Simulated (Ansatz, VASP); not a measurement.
## Two plane-wave programs on MnO

The input POSCAR:

```
MnO
1.0
    0.0000000000      2.2220003300      2.2220003300
    2.2220003300      0.0000000000      2.2220003300
    2.2220003300      2.2220003300      0.0000000000
Mn O
1 1
Direct
    0.0000000000      0.0000000000      0.0000000000
    0.5000000000      0.5000000000      0.5000000000
```

The input INCAR.step1:

```
SYSTEM = MnO
  PREC = Accurate
  ENCUT = 660
  ISMEAR = 0
  SIGMA = 0.05
  LREAL = .False.
  LASPH = .True.
  NELM = 200
  ISPIN = 2
  MAGMOM = 4.71 0.26
  LMAXMIX = 4
  LDAU = .True.
  LDAUTYPE = 1
  LDAUL = 2 -1
  LDAUU = 2 0
  LDAUJ = 0.9 0
  NBANDS = 20
  GGA = PE
  ALGO = Normal
  EDIFF = 1E-5
  LWAVE = .True.
  LCHARG = .False.
  GGA_COMPAT = .False.
```

INCAR.step2

```
SYSTEM = MnO
  PREC = Accurate
  ENCUT = 660
  EDIFF = 1E-6
  ISMEAR = 0
  SIGMA = 0.05
  LREAL = .False.
  LASPH = .True.
  NELM = 200
  ALGO = Normal
  ISIF = 2
  LWAVE = .False.
  LCHARG = .False.
  ISPIN = 2
  MAGMOM = 4.71 0.26
  LORBIT = 11
  LMAXMIX = 4
  LDAU = .True.
  LDAUTYPE = 1
  LDAUL = 2 -1
  LDAUU = 2 0
  LDAUJ = 0.9 0
  LDAUPRINT = 1
  METAGGA = R2SCAN
  LMIXTAU = .True.
  NBANDS = 20
  ISTART = 1
  GGA_COMPAT = .False.
```

Contents of KPOINTS:

```
Automatic mesh
0
Gamma
  7 7 7
  0 0 0
```

Input for Ansatz:

```yaml
crystal:
  lattice:
    - [0.0, 2.22200033, 2.22200033]
    - [2.22200033, 0.0, 2.22200033]
    - [2.22200033, 2.22200033, 0.0]
  atoms:
    - { symbol: Mn, position: [0.0, 0.0, 0.0], spin: 5.0 }
    - { symbol: O, position: [0.5, 0.5, 0.5] }
basis:
  ecutwfc: 500
  ecutrho_ratio: 4
kpoints:
  mp_grid: { grid: [7, 7, 7] }
hamiltonian:
  xc: r2scan
  hubbard:
    sites:
      - { site: 0, l: d, u: 2.0, j: 0.9, starting_ns: [{ spin: up, occupation_matrix: s0up }, { spin: down, occupation_matrix: s0down }] }
    occupation_matrices:
      s0up:
        matrix:
          - [0.97, 0.0, 0.0, 0.0, 0.0]
          - [0.0, 0.97, 0.0, 0.0, 0.0]
          - [0.0, 0.0, 0.97, 0.0, 0.0]
          - [0.0, 0.0, 0.0, 0.97, 0.0]
          - [0.0, 0.0, 0.0, 0.0, 0.97]
      s0down:
        matrix:
          - [0.02, 0.0, 0.0, 0.0, 0.0]
          - [0.0, 0.02, 0.0, 0.0, 0.0]
          - [0.0, 0.0, 0.02, 0.0, 0.0]
          - [0.0, 0.0, 0.0, 0.02, 0.0]
          - [0.0, 0.0, 0.0, 0.0, 0.02]
    ns_hold: { iters: 10 }
scf:
  occupations: { method: gaussian, width: 0.05 }
  lower_state_search: "off"
  max_iter: 150
output:
  forces: true
  stress: true
  eigenvalues: true
  populations: true
  hubbard: { sites: [{ site: 0, l: d }] }
  write_density: true
  write_potential: true
  elf: true
  volumetric_format: npy
magnetization:
  spin_polarized: true
```

Alike in both runs: task single point; functional r2SCAN; k mesh 7 × 7 × 7; occupations gaussian, width 0.05 eV; collinear spin; Hubbard terms Mn d U = 2.0 eV, J = 0.9 eV.

|  | VASP | Ansatz |
| --- | --- | --- |
| version | VASP 6.6.1 | Ansatz 0.2.0 |
| potentials or method | VASP PAW PBE potentials, release 64 (Mn_pv, O), cutoff 660 eV | scalar-relativistic, plane waves, PAW |
| valence electrons in the cell | 19 | 21 |

```tsv
	VASP	Ansatz	Ansatz less VASP
gap on the k mesh at the Fermi level (eV)	0.30	0.28	-0.020
least direct gap on the mesh (eV)	3.05	3.12	+0.065
pressure (GPa)	1.3	1.9	+0.64
net moment per atom (μB)	2.50	2.50	0.000
size of the moment on the site where the two differ most (μB)	4.58	4.29	-0.294
```

VASP's potentials were made for PBE, not for r2SCAN. Site moments also hang on the region over which each program counts them. The programs project onto different local orbitals, so the same U acts differently, and such runs can settle in different states. VASP's potentials hold 19 valence electrons a cell and Ansatz's 21, so a difference there can come from the potentials and not from the codes. Ansatz's warnings: stability check not made.
